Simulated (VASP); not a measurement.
SnO: single point with PBE

The system is SnO.

```
CELL_PARAMETERS angstrom
3.94429 0.00000 0.00000
0.00000 3.94429 0.00000
0.00000 0.00000 4.94872
ATOMIC_POSITIONS crystal
Sn 0.00000 0.50000 0.22329
Sn 0.50000 0.00000 0.77671
O 0.50000 0.50000 0.00000
O 0.00000 0.00000 0.00000
```

This cell differs from its parent crystal: strain +4.0%.

```
Program                : VASP 6.6.1
Task                   : single point
Functional             : PBE
Potentials or basis    : VASP PAW PBE potentials, release 64 (Sn_d, O)
Cutoff                 : 600 eV
k mesh                 : 6 × 6 × 6
Occupations            : fermi-dirac, width 0.02 eV
Spin                   : no spin polarisation
Dipole correction      : no
Further INCAR settings : ALGO = Normal; EDIFF = 1e-06; NBANDS = 28
```

```yaml
Pressure: -0.3 GPa
Largest_force: 0.495 eV/Å
Band_gap_on_the_k_mesh: 0.84 eV, indirect (least direct gap 1.85 eV)
```

Forces in eV/Å, atoms in the order of the input:
```
Sn   0.000  0.000  0.495
Sn   0.000  0.000 -0.495
O    0.000  0.000  0.000
O    0.000  0.000  0.000
```

Stress tensor (GPa, compression positive):
```
-1.38  0.00  0.00
 0.00 -1.38  0.00
 0.00  0.00  2.01
```

Levels at points of the mesh, in eV from the valence-band top:
```
           k point  band 18  band 19  band 20  band 21  band 22  band 23
(0.00, 0.00, 0.00)    -2.89    -2.89    -0.04     1.87     4.19     5.11
(0.50, 0.00, 0.00)    -4.32    -1.96    -1.96     3.31     3.31     5.59
(0.50, 0.50, 0.00)    -2.23    -1.41    -1.41     0.84     0.84     4.97
(0.00, 0.00, 0.50)    -2.90    -2.90    -1.43     1.47     3.49     3.49
(0.50, 0.00, 0.50)    -4.37    -1.21    -1.21     2.73     2.73     5.65
(0.50, 0.50, 0.50)    -2.23    -2.09    -2.09     3.01     3.01     4.02
```

It took 110 s on 1 thread of Intel Xeon 8259CL, with other jobs on the host, peak memory 0.24 GiB.

Caveat: the cell differs from its parent crystal (strain +4.0%); spin-orbit coupling is left out, which moves the levels of the heavy elements. A k mesh can miss the band edges.
